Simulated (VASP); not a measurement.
# Sc (P6_3/mmc) in VASP: relaxation of shape and atoms at fixed volume with PBE

Aim: the relaxation of shape and atoms at fixed volume of Sc with PBE.

All numbers are computed with VASP 6.6.1; they aren't measurements. Logs are shortened: lines on timing, memory, paths and dates and some standing lists are left out, and cuts for length are marked.

### Step 1. The cell of the first run

The structure is hexagonal, space group P6_3/mmc (No. 194). The conventional cell has a = 3.309 Å, b = 3.309 Å, c = 5.273 Å, α = 90.00°, β = 90.00°, γ = 120.00°. Within 4.3 Å of Sc (site symmetry -6m2) lie 12 Sc at 3.26 to 3.31 Å.

### Step 2. Relaxation of shape and atoms at fixed volume, PBE

Contents of INCAR:

```
SYSTEM = Sc
  PREC = Accurate
  ENCUT = 600
  EDIFF = 1E-6
  ISMEAR = -1
  SIGMA = 0.15
  LREAL = .False.
  LASPH = .True.
  NELM = 100
  ALGO = Normal
  ISIF = 4
  LWAVE = .False.
  LCHARG = .False.
  GGA = PE
  IBRION = 2
  NSW = 80
  EDIFFG = -0.05
```

Contents of KPOINTS:

```
Automatic mesh
0
Gamma
  12 12 7
  0 0 0
```

Contents of POSCAR:

```
Sc
1.0
    3.3090000000      0.0000000000      0.0000000000
   -1.6545000000      2.8656780000      0.0000000000
    0.0000000000      0.0000000000      5.2733000000
Sc
2
Direct
    0.3333333333      0.6666666667      0.2500000000
    0.6666666667      0.3333333333      0.7500000000
```

Potentials or basis: VASP PAW PBE potentials, release 64 (Sc_sv).

Command:

```console
$ cat potpaw_PBE.64/Sc_sv/POTCAR > POTCAR
$ mpirun -np 1 vasp_std > vasp.out
```

OUTCAR:

```text
SYSTEM = Sc
   PREC = Accurate
   ENCUT = 600
   EDIFF = 1E-6
   ISMEAR = -1
   LREAL = .False.
   LASPH = .True.
   NELM = 100
   ISIF = 4
   GGA = PE
   IBRION = 2
   NSW = 80
   EDIFFG = -0.05

 ion  position               nearest neighbor table
   1  0.333  0.667  0.250-   2 3.26   2 3.26   2 3.26   2 3.26   2 3.26   2 3.26
   2  0.667  0.333  0.750-   1 3.26   1 3.26   1 3.26   1 3.26   1 3.26   1 3.26

  LATTYP: Found a hexagonal cell.
 ALAT       =     3.3090000000
 C/A-ratio  =     1.5936234512

  Lattice vectors:

 A1 = (   3.3090000000,   0.0000000000,   0.0000000000)
 A2 = (  -1.6545000000,   2.8656780000,   0.0000000000)
 A3 = (   0.0000000000,   0.0000000000,   5.2733000000)

Analysis of symmetry for initial positions (statically):
=====================================================================
 Subroutine PRICEL returns:
 Original cell was already a primitive cell.

 Routine SETGRP: Setting up the symmetry group for a
 hexagonal supercell.

 Subroutine GETGRP returns: Found 24 space group operations
 (whereof 12 operations were pure point group operations)
 out of a pool of 24 trial point group operations.

The static configuration has the point symmetry D_3d.
 The point group associated with its full space group is D_6h.

Analysis of symmetry for dynamics (positions and initial velocities):
=====================================================================
 Subroutine PRICEL returns:
 Original cell was already a primitive cell.

 Routine SETGRP: Setting up the symmetry group for a
 hexagonal supercell.

 Subroutine GETGRP returns: Found 24 space group operations
 (whereof 12 operations were pure point group operations)
 out of a pool of 24 trial point group operations.

The dynamic configuration has the point symmetry D_3d.
 The point group associated with its full space group is D_6h.

 Subroutine INISYM returns: Found 24 space group operations
 (whereof 12 operations are pure point group operations),
 and found     1 'primitive' translations

----------------------------------------------------------------------------------------

                                     Primitive cell

[... 153 lines left out ...]
  energy-cutoff  :      600.00
  volume of cell :       50.00
      direct lattice vectors                 reciprocal lattice vectors
     3.309000000  0.000000000  0.000000000     0.302206105  0.174478780  0.000000000
    -1.654500000  2.865678000  0.000000000     0.000000000  0.348957559  0.000000000
     0.000000000  0.000000000  5.273300000     0.000000000  0.000000000  0.189634574

 POSITION                                       TOTAL-FORCE (eV/Angst)
 -----------------------------------------------------------------------------------
     -0.00000      1.91045      1.31832         0.000000     -0.000000      0.000000
      1.65450      0.95523      3.95498        -0.000000      0.000000      0.000000
 -----------------------------------------------------------------------------------
    total drift:                               -0.000000      0.000000     -0.000000

  FREE ENERGIE OF THE ION-ELECTRON SYSTEM (eV)
  ---------------------------------------------------
  free  energy   TOTEN  =       -12.6377013988 eV

  energy  without entropy=      -12.3723988219  energy(sigma->0) =      -12.50505011

--------------------------------------- Ionic step        2  -------------------------------------------

 number of electron      22.0000000 magnetization

 Free energy of the ion-electron system (eV)
  ---------------------------------------------------
  ext. energy  EPLUGINS =         0.00000000
  ---------------------------------------------------
  free energy    TOTEN  =       -12.63888834 eV

  energy without entropy =      -12.37502747  energy(sigma->0) =      -12.50695791

 E-fermi :   3.6088     XC(G=0):  -9.8197

 val. band max:        3.6039374098   @ k =   0.4167  -0.0000   0.2857
 cond. band min:       3.6155954782   @ k =   0.4167   0.0833   0.4286
 fundamental gap:      0.0116580684
 Fermi energy:         3.6087985546

 k-point     1 :       0.0000    0.0000    0.0000
  band No.  band energies     occupation
      1     -45.8462      2.00000
      2     -45.7831      2.00000
      3     -24.6635      2.00000
      4     -24.3304      2.00000
      5     -24.3304      2.00000
      6     -24.2716      2.00000
      7     -24.2716      2.00000
      8     -24.2619      2.00000
      9      -1.5057      2.00000
     10       1.9594      1.99997
     11       4.0675      0.08976
     12       5.1950      0.00005
     13       5.1950      0.00005
     14       5.3481      0.00002
[... 401 lines left out ...]
      2     -45.7743      2.00000
      3     -24.5735      2.00000
      4     -24.4970      2.00000
      5     -24.4702      2.00000
      6     -24.3869      2.00000
      7     -24.3199      2.00000
      8     -24.3059      2.00000
      9       0.6945      2.00000
     10       2.8064      1.99054
     11       3.2275      1.85408
     12       3.7438      0.57821
     13       4.8942      0.00038
     14       5.1505      0.00007
     15       5.2375      0.00004

 [... further k-points ...]

------------------------ aborting loop because EDIFF is reached ----------------------------------------

  FORCE on cell =-STRESS in cart. coord.  units (eV):
  Direction    XX          YY          ZZ          XY          YZ          ZX
  --------------------------------------------------------------------------------------
  -------------------------------------------------------------------------------------
  Total       -0.0432966     -0.0432966     -0.1888206      0.0000000      0.0000000      0.0000000
  in kB       -1.3872610     -1.3872610     -6.0499706      0.0000000      0.0000000      0.0000000
  external PRESSURE =      -2.9414975 kB  Pullay stress =       0.0000000 kB

 VOLUME and BASIS-vectors are now :
 -----------------------------------------------------------------------------
  energy-cutoff  :      600.00
  volume of cell :       50.00
      direct lattice vectors                 reciprocal lattice vectors
     3.317477168  0.000000000 -0.000000000     0.301433876  0.174032933  0.000000000
    -1.658738584  2.873019443  0.000000000     0.000000000  0.348065866  0.000000000
     0.000000000  0.000000000  5.246384646     0.000000000  0.000000000  0.190607450

 POSITION                                       TOTAL-FORCE (eV/Angst)
 -----------------------------------------------------------------------------------
     -0.00000      1.91535      1.31160         0.000000      0.000000      0.000000
      1.65874      0.95767      3.93479        -0.000000     -0.000000      0.000000
 -----------------------------------------------------------------------------------
    total drift:                               -0.000000      0.000000     -0.000000

  FREE ENERGIE OF THE ION-ELECTRON SYSTEM (eV)
  ---------------------------------------------------
  free  energy   TOTEN  =       -12.6388883405 eV

  energy  without entropy=      -12.3750274736  energy(sigma->0) =      -12.50695791

 reached required accuracy - stopping structural energy minimisation
```

CONTCAR:

```text
Sc
   1.00000000000000
     3.3174771682555018    0.0000000000000000   -0.0000000000000000
    -1.6587385841277509    2.8730194428614726    0.0000000000000000
     0.0000000000000000    0.0000000000000000    5.2463846456529595
  Sc
     2
Direct
     0.3333333332999970    0.6666666667000030    0.2500000000000000
     0.6666666667000030    0.3333333332999970    0.7500000000000000

  0.00000000E+00  0.00000000E+00  0.00000000E+00
  0.00000000E+00  0.00000000E+00  0.00000000E+00
```

Wall time 49 s (1 thread of Intel Xeon 6975P-C (Granite Rapids), shared host); peak memory 0.21 GiB.

What came out:

| Item | Value |
| --- | --- |
| Free energy | -12.6389 eV |
| Energy gained by relaxing | 0.6 meV/atom |
| Ionic steps | 2 |
| Pressure after relaxing | -0.3 GPa |
| Band gap on the k mesh | zero (bands 11 and 12 overlap by 1.20 eV) |

The path:
```tsv
step	energy change (eV)	largest force (eV/Å)	pressure (GPa)	volume (Å³)
1	0.0000	0.0000	-0.29	50.00
2	-0.0012	0.0000	-0.29	50.00
```

Final structure:
```yaml
crystal:
  lattice:
    - [3.31748, 0.00000, 0.00000]
    - [-1.65874, 2.87302, 0.00000]
    - [0.00000, 0.00000, 5.24638]
  atoms:
    - { symbol: Sc, position: [0.33333, 0.66667, 0.25000] }
    - { symbol: Sc, position: [0.66667, 0.33333, 0.75000] }
```
